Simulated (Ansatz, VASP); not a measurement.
SrCl2 in VASP and in Ansatz

```
Sr Cl
1.0
     0.00000    3.48550    3.48550
     3.48550    0.00000    3.48550
     3.48550    3.48550    0.00000
Sr Cl
1 2
Direct
  0.00000 0.00000 0.00000
  0.25000 0.25000 0.25000
  0.75000 0.75000 0.75000
```

Alike in both runs: task single point; functional PBE; k mesh 4 × 4 × 4; occupations gaussian, width 0.1 eV; no spin polarisation; Hubbard terms Cl p U = 3.5 eV.

|  | VASP | Ansatz |
| --- | --- | --- |
| version | VASP 6.6.1 | Ansatz 0.2.0 |
| potentials or method | VASP PAW PBE potentials, release 64 (Sr_sv, Cl), cutoff 500 eV | scalar-relativistic, plane waves, PAW |
| valence electrons in the cell | 24 | 24 |

```tsv
	VASP	Ansatz	Ansatz less VASP
gap on the k mesh at the Fermi level (eV)	5.55	6.86	+1.309
least direct gap on the mesh (eV)	5.67	6.95	+1.284
pressure (GPa)	0.8	1.1	+0.36
```

The programs project onto different local orbitals, so the same U acts differently, and such runs can settle in different states.
